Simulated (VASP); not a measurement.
LiH:

```xyz
4
Lattice="2.7815 0.0000 0.0000 -1.3908 2.4089 0.0000 0.0000 0.0000 4.8730" Properties=species:S:1:pos:R:3 pbc="T T T"
Li    0.0000    0.0000    0.0000
Li    0.0000    0.0000    2.4365
H     0.0000    1.6059    1.2182
H     1.3908    0.8030    3.6547
```

Base run:

| Property | Result |
| --- | --- |
| Program | VASP 6.6.1 |
| Functional | r2SCAN |
| Potentials or basis | VASP PAW PBE potentials, release 64 (Li_sv, H) |
| Cutoff | 520 eV |
| k mesh | 12 × 12 × 6 |
| Occupations | gaussian, width 0.01 eV |
| Spin | no spin polarisation |

Its results: band gap on the k mesh 5.01 eV, indirect (least direct gap 5.61 eV).

Q: The run is repeated on the same cell with these changes: functional from r2SCAN to PBE; further incar settings from ALGO = Normal; EDIFF = 1e-07; NBANDS = 12 to ALGO = Normal; EDIFF = 1e-06; NBANDS = 12. What comes out?

A: Band gap on the k mesh 4.36 eV, indirect (least direct gap 4.96 eV).

A k mesh can miss the band edges.
